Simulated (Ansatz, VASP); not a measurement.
## Li2RuRhC6N6 in VASP and in Ansatz

```
Li Ru Rh C N
1.0
     0.00000    5.07350    5.07350
     5.07350    0.00000    5.07350
     5.07350    5.07350    0.00000
Li Ru Rh C N
2 1 1 6 6
Direct
  0.25000 0.25000 0.25000
  0.75000 0.75000 0.75000
  0.00000 0.00000 0.00000
  0.50000 0.50000 0.50000
  0.81315 0.18685 0.18685
  0.18685 0.81315 0.18685
  0.18685 0.18685 0.81315
  0.18685 0.81315 0.81315
  0.81315 0.18685 0.81315
  0.81315 0.81315 0.18685
  0.69784 0.30216 0.30216
  0.30216 0.69784 0.30216
  0.30216 0.30216 0.69784
  0.30216 0.69784 0.69784
  0.69784 0.30216 0.69784
  0.69784 0.69784 0.30216
```

Alike in both runs: task single point; functional PBE; k mesh 4 × 4 × 4; occupations gaussian, width 0.1 eV; collinear spin.

```csv
,VASP,Ansatz
version,VASP 6.6.1,Ansatz 0.2.0
potentials or method,"VASP PAW PBE potentials, release 64 (Li_sv, Ru_pv, Rh_pv, C, N), cutoff 520 eV","scalar-relativistic, plane waves, PAW"
valence electrons in the cell,89,93
```

Ansatz gave:

| Item | Value |
| --- | --- |
| gap on the k mesh at the Fermi level (eV) | none |
| rms of the force components (eV/Å) | 0.762 |
| net moment per atom (μB) | 0.03 |
| size of the moment on the site where the two differ most (μB) | 0.35 |

What did VASP give for the same quantities?

gap on the k mesh at the Fermi level (eV): none; rms of the force components (eV/Å): 0.659; net moment per atom (μB): 0.03; size of the moment on the site where the two differ most (μB): 0.39.

Site moments also hang on the region over which each program counts them. Atom by atom the forces differ by 0.195 eV/Å (rms over components). A gap of «none» marks a metal or a gap that the smearing closes. VASP's potentials hold 89 valence electrons a cell and Ansatz's 93, so a difference there can come from the potentials and not from the codes.

Noted on VASP's run: the cutoff is short for stress, so the pressure is rough; the standard files for N, O and F lose accuracy on very short bonds.
